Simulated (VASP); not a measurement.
Wanted: the native input for a VASP 6.6.1 run.

```
Task                   : single point
Functional             : r2SCAN
Potentials or basis    : VASP PAW PBE potentials, release 64 (Ag, I)
Cutoff                 : 550 eV
k mesh                 : 6 × 6 × 6
Occupations            : gaussian, width 0.01 eV
Spin                   : no spin polarisation
Dipole correction      : no
Further INCAR settings : ALGO = Normal; EDIFF = 1e-06; NBANDS = 16
```

Crystal: AgI.

```xyz
2
Lattice="3.3843 3.3843 0.0000 -3.3843 3.3843 0.0000 0.0000 3.3843 3.3843" Properties=species:S:1:pos:R:3 pbc="T T T"
Ag    0.0000    0.0000    0.0000
I     1.6922    5.0765    1.6922
```

One way to write it, as run:

POSCAR

```
AgI
1.0
    3.3843078620      3.3843078620      0.0000000000
   -3.3843078620      3.3843078620      0.0000000000
    0.0000000000      3.3843078620      3.3843078620
Ag I
1 1
Direct
    0.0000000000      0.0000000000      0.0000000000
    0.7500000000      0.2500000000      0.5000000000
```

INCAR.step1

```
ALGO     = Normal         # electronic algorithm
EDIFF    = 1E-5           # SCF threshold, eV
ENCUT    = 550            # plane-wave cutoff, eV
GGA      = PE             # functional
GGA_COMPAT= F            
ISMEAR   = 0              # smearing method
LASPH    = T              # aspherical terms in the spheres
LCHARG   = F              # write CHGCAR
LREAL    = F              # projectors in reciprocal space
LWAVE    = T              # write WAVECAR
NBANDS   = 16             # bands
NELM     = 120            # most SCF steps
PREC     = Accurate       # precision mode
SIGMA    = 0.01           # smearing width, eV
```

INCAR.step2

```
ALGO     = Normal         # electronic algorithm
EDIFF    = 1E-6           # SCF threshold, eV
ENCUT    = 550            # plane-wave cutoff, eV
GGA_COMPAT= F            
ISIF     = 2              # what is computed and relaxed
ISMEAR   = 0              # smearing method
ISTART   = 1            
LASPH    = T              # aspherical terms in the spheres
LCHARG   = F              # write CHGCAR
LMIXTAU  = T            
LREAL    = F              # projectors in reciprocal space
LWAVE    = F              # write WAVECAR
METAGGA  = R2SCAN         # meta-GGA
NBANDS   = 16             # bands
NELM     = 120            # most SCF steps
PREC     = Accurate       # precision mode
SIGMA    = 0.01           # smearing width, eV
```

KPOINTS

```
k-points
0
Gamma
  6 6 6
```

Potentials or basis: VASP PAW PBE potentials, release 64 (Ag, I).

The run is started by

```bash
$ cat potpaw_PBE.64/Ag/POTCAR potpaw_PBE.64/I/POTCAR > POTCAR
$ cp INCAR.step1 INCAR
$ mpirun -np 1 vasp_std > vasp.out
$ cp INCAR.step2 INCAR
$ mpirun -np 1 vasp_std > vasp.out
```

Results of the run:

```json
{
  "Pressure": "-2.1 GPa",
  "Band gap on the k mesh": "1.80 eV, direct"
}
```

Caveat: the PAW data sets were made with another functional, which shifts forces and pressure a little; spin-orbit coupling is left out, which moves the levels of the heavy elements.

It took 48 s on 1 thread of Intel(R) Xeon(R) 6975P-C (Granite Rapids) (shared host), peak memory 0.25 GiB.
